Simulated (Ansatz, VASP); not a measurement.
# B: VASP beside Ansatz

```
B
1.0
     0.85092    0.49128   11.92959
    -0.85092    0.49128   11.92959
     0.00000   -0.98256   11.92959
B
3
Direct
  0.00000 0.00000 0.00000
  0.22221 0.22221 0.22221
  0.77779 0.77779 0.77779
```

Alike in both runs: functional PBEsol; k mesh 9 × 9 × 9; occupations gaussian, width 0.1 eV; no spin polarisation.

Ansatz relaxed the structure, and its values are those at the end. VASP's run is a single point on that final structure, the one shown.

|  | VASP | Ansatz |
| --- | --- | --- |
| version | VASP 6.6.1 | Ansatz 0.2.0 |
| potentials or method | VASP PAW PBE potentials, release 64 (B), cutoff 520 eV | scalar-relativistic, plane waves, PAW |
| valence electrons in the cell | 9 | 9 |

```tsv
	VASP	Ansatz	Ansatz less VASP
gap on the k mesh at the Fermi level (eV)	none	none	-
pressure (GPa)	0.2	0.0	-0.19
```

VASP's potentials were made for PBE, not for PBEsol. A gap of «none» marks a metal or a gap that the smearing closes. With one functional, cell and mesh, what is left measures potentials, basis and numerics.

The k mesh is coarse, so the values compare programs but aren't converged.
